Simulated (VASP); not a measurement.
TiGeSe4: single point with PBE

Crystal: TiGeSe4.

```xyz
6
Lattice="4.1062 0.0000 0.0000 -2.0531 3.5561 0.0000 0.0000 0.0000 8.7782" Properties=species:S:1:pos:R:3 pbc="T T T"
Ti    0.0000    0.0000    4.3891
Ge    0.0000    0.0000    0.0000
Se    0.0000    2.3707    6.5026
Se    0.0000    2.3707    2.2756
Se    2.0531    1.1854    6.5026
Se    2.0531    1.1854    2.2756
```

The cell was generated, and may not be a known phase.

- Program: VASP 6.6.1
- Task: single point
- Functional: PBE
- Potentials or basis: VASP PAW PBE potentials, release 64 (Ti_sv, Ge_d, Se)
- Cutoff: 520 eV
- k mesh: 6 × 6 × 2
- Occupations: gaussian, width 0.1 eV
- Spin: collinear spin
- Starting moments: [1.0, 0.0, 0.0, 0.0, 0.0, 0.0] μB
- Dipole correction: no
- Further INCAR settings: ALGO = Normal; EDIFF = 1e-07; NBANDS = 38

| Quantity | Value |
| --- | --- |
| Pressure | 13.6 GPa |
| Largest force | 0.566 eV/Å |
| Net moment | 1.93 μB per cell |
| Site moments | Ti +1.45; Ge +0.12; Se -0.04 μB |
| Valence electrons inside the program's atomic spheres | Ti 10.04; Ge 12.01; Se 3.87 |

Forces on the atoms (eV/Å):
```
Ti   0.000  0.000  0.000
Ge   0.000  0.000  0.000
Se   0.000  0.000 -0.566
Se   0.000  0.000  0.566
Se   0.000  0.000 -0.566
Se   0.000  0.000  0.566
```

Stress tensor (GPa, compression positive):
```
24.34  0.00  0.00
 0.00 24.34  0.00
 0.00  0.00 -7.94
```

Levels at points of the mesh, in eV from the Fermi level:
Spin up:
```
           k point  band 24  band 25  band 26  band 27  band 28  band 29
(0.00, 0.00, 0.00)    -1.50    -0.89    -0.35    -0.35    -0.03     0.76
(0.50, 0.00, 0.00)     0.02     0.08     0.10     0.48     0.51     0.74
(0.00, 0.00, 0.50)    -1.07    -1.00    -0.34    -0.34    -0.14     0.22
(0.50, 0.00, 0.50)    -0.27    -0.20     0.10     0.25     0.96     1.63
```
Spin down:
| k point | band 21 | band 22 | band 23 | band 24 | band 25 | band 26 | band 27 | band 28 |
| --- | --- | --- | --- | --- | --- | --- | --- | --- |
| (0.00, 0.00, 0.00) | -1.52 | -1.52 | -1.45 | -1.45 | -0.10 | 0.44 | 0.66 | 0.92 |
| (0.50, 0.00, 0.00) | -3.10 | -2.55 | -0.21 | 0.71 | 1.13 | 1.41 | 1.44 | 1.63 |
| (0.00, 0.00, 0.50) | -1.78 | -1.78 | -1.06 | -1.06 | -0.07 | 0.14 | 0.37 | 0.80 |
| (0.50, 0.00, 0.50) | -3.65 | -2.10 | 0.17 | 0.46 | 0.77 | 1.41 | 1.59 | 1.76 |

It took 6.5 min on 1 thread of AMD EPYC 7R13 Processor (Zen 3), with other jobs on the host, peak memory 0.34 GiB.

Caveat: the stress differs along the axes, from -8 to 24 GPa.
